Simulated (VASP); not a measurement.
A run of VASP 6.6.1 is set up as follows.

Contents of INCAR:

```
SYSTEM = Ga
PREC = Accurate
ENCUT = 600
EDIFF = 1E-6
ISMEAR = -1
SIGMA = 0.05
LREAL = .FALSE.
LASPH = .TRUE.
NELM = 150
ALGO = Normal
ISIF = 3
LWAVE = .FALSE.
LCHARG = .FALSE.
MAGMOM = 0 0 0
LORBIT = 11
LSORBIT = .TRUE.
GGA_COMPAT = .FALSE.
LORBMOM = .TRUE.
GGA = PE
IBRION = 2
NSW = 45
EDIFFG = -0.005
```

The input KPOINTS:

```
Automatic mesh
0
G
  17 17 17
  0 0 0
```

POSCAR

```
Ga
1.0
   -1.6872275156      1.6872275156      1.6872275156
    1.6872275156     -1.6872275156      1.6872275156
    1.6872275156      1.6872275156     -1.6872275156
Ga
1
Direct
    0.0000000000      0.0000000000      0.0000000000
```

Potentials or basis: VASP PAW PBE potentials, release 64 (Ga_d).

The run is started by

```console
$ cat potpaw_PBE.64/Ga_d/POTCAR > POTCAR
$ mpirun -np 1 vasp_ncl > vasp.out
```

Question: Estimate the net moment.

Answer: 0.00 μB per cell.

Final structure:
```yaml
crystal:
  lattice:
    - [-1.68723, 1.68723, 1.68723]
    - [1.68723, -1.68723, 1.68723]
    - [1.68723, 1.68723, -1.68723]
  atoms:
    - { symbol: Ga, position: [0.00000, 0.00000, 0.00000] }
```
